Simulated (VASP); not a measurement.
# TaN: single point with LDA

The system is TaN.

```
CELL_PARAMETERS angstrom
0.00000 2.17427 2.17427
2.17427 0.00000 2.17427
2.17427 2.17427 0.00000
ATOMIC_POSITIONS crystal
Ta 0.49826 0.50174 0.50174
N 0.02254 0.97746 0.97746
```

This cell differs from its parent crystal: mode 4 frozen in at -0.098 Å and mode 6 at +0.000 Å (largest displacements).

| Item | Value |
| --- | --- |
| Program | VASP 6.6.1 |
| Task | single point |
| Functional | LDA |
| Potentials or basis | VASP PAW LDA potentials, release 64 (Ta_pv, N) |
| Cutoff | 520 eV |
| k mesh | 18 × 18 × 18 |
| Occupations | gaussian, width 0.15 eV |
| Spin | no spin polarisation |

```yaml
Pressure: 4.1 GPa
Largest_force: 1.016 eV/Å
Band_gap_on_the_k_mesh: zero (band 8 reaches 11.71 eV, above the bottom of band 9 at 7.85 eV)
```

Forces in eV/Å, atoms in the order of the input:
```
Ta  -1.016  0.000  0.000
N    1.016  0.000  0.000
```

Stress tensor (GPa, compression positive):
```
8.22 0.00 0.00
0.00 2.02 0.00
0.00 0.00 2.02
```

Levels at points of the mesh, in eV from the Fermi level:
| k point | band 4 | band 5 | band 6 | band 7 | band 8 | band 9 | band 10 | band 11 | band 12 | band 13 |
| --- | --- | --- | --- | --- | --- | --- | --- | --- | --- | --- |
| (0.00, 0.00, 0.00) | -18.86 | -4.17 | -4.17 | -4.11 | -2.19 | -1.85 | -1.85 | 0.04 | 0.40 | 2.01 |
| (0.50, 0.00, 0.00) | -15.57 | -10.58 | -7.79 | -7.77 | 1.94 | 2.03 | 2.10 | 4.01 | 7.66 | 8.04 |
| (0.50, 0.50, 0.00) | -17.58 | -6.59 | -6.16 | -4.68 | -4.11 | 2.29 | 3.75 | 3.75 | 4.93 | 7.19 |
| (0.00, 0.50, 0.50) | -17.57 | -6.55 | -5.68 | -4.63 | -4.63 | 2.21 | 3.74 | 3.74 | 4.81 | 6.74 |

Run time: 36 s on 1 thread of Intel(R) Xeon(R) 6975P-C (Granite Rapids), with other jobs on the host, peak memory 0.25 GiB.

Caveat: the cell differs from its parent crystal (mode 4 frozen in at -0.098 Å and mode 6 at +0.000 Å (largest displacements)); spin-orbit coupling is left out, which moves the levels of the heavy elements; forces of over 1 eV/Å act on the atoms, so gaps and moduli don't describe the material at rest.
